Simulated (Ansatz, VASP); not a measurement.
**One calculation of Co, two programs**

Contents of INCAR:

```
SYSTEM = Co
ALGO = Normal ; EDIFF = 1E-6
EDIFFG = -0.04 ; ENCUT = 600
GGA = PE ; IBRION = 2
ISIF = 3 ; ISMEAR = 0
ISPIN = 2 ; LASPH = .TRUE.
LCHARG = .FALSE. ; LMAXMIX = 4
LORBIT = 11 ; LREAL = .FALSE.
LWAVE = .FALSE. ; MAGMOM = 1.75 1.75 1.75 1.75 1.54
NELM = 150 ; NSW = 90
PREC = Accurate ; SIGMA = 0.1
```

File KPOINTS:

```
k-points
0
G
  6 6 4
  0 0 0
```

The input POSCAR:

```
Co
1.0
    2.1054143018     -3.1424773313      0.0000000000
    2.1054143018      3.1424773313      0.0000000000
    0.0000000000      0.0000000000      4.7597950454
Co
5
Direct
    0.5000000000      0.0000000000      0.2500000000
    0.0000000000      0.5000000000      0.7500000000
    0.0000000000      0.5000000000      0.2500000000
    0.5000000000      0.0000000000      0.7500000000
    0.0000000000      0.0000000000      0.0000000000
```

Input for Ansatz:

```yaml
crystal:
  lattice:
    - [2.1054143018, -3.1424773313, 0.0]
    - [2.1054143018, 3.1424773313, 0.0]
    - [0.0, 0.0, 4.7597950454]
  atoms:
    - { symbol: Co, position: [0.5, 0.0, 0.25], spin: 1.75 }
    - { symbol: Co, position: [0.0, 0.5, 0.75], spin: 1.75 }
    - { symbol: Co, position: [0.0, 0.5, 0.25], spin: 1.75 }
    - { symbol: Co, position: [0.5, 0.0, 0.75], spin: 1.75 }
    - { symbol: Co, position: [0.0, 0.0, 0.0], spin: 1.54 }
basis:
  ecutwfc: 420
kpoints:
  mp_grid: { grid: [6, 6, 4] }
hamiltonian:
  xc: pbe
scf:
  occupations: { method: gaussian, width: 0.1 }
  lower_state_search: "off"
output:
  forces: true
  stress: true
  eigenvalues: true
  populations: true
magnetization:
  spin_polarized: true
relax:
  adjacent_minimum: "off"
  f_tol: 0.04
  max_steps: 70
  cell: { stress_tol: 0.4 }
```

Alike in both runs: task relaxation of cell and atoms; functional PBE; k mesh 6 × 6 × 4; occupations gaussian, width 0.1 eV; collinear spin.

|  | VASP | Ansatz |
| --- | --- | --- |
| version | VASP 6.6.1 | Ansatz 0.2.0 |
| potentials or method | VASP PAW PBE potentials, release 64 (Co), cutoff 600 eV | scalar-relativistic, plane waves, PAW |
| valence electrons in the cell | 45 | 85 |

|  | VASP | Ansatz | Ansatz less VASP |
| --- | --- | --- | --- |
| gap on the k mesh at the Fermi level, each at its own relaxed structure (eV) | none | none | - |
| net moment per atom (μB) | 1.77 | 1.78 | +0.004 |
| size of the moment on the site where the two differ most (μB) | 1.74 | 1.79 | +0.052 |
| relaxed volume (Å³/atom) | 12.93 | 12.97 | +0.034 |
| relaxed cell length with the largest relative difference (Å) | 5.567 | 5.587 | +0.0204 |

Site moments also hang on the region over which each program counts them. A gap of «none» marks a metal or a gap that the smearing closes. VASP's potentials hold 45 valence electrons a cell and Ansatz's 85, so a difference there can come from the potentials and not from the codes.
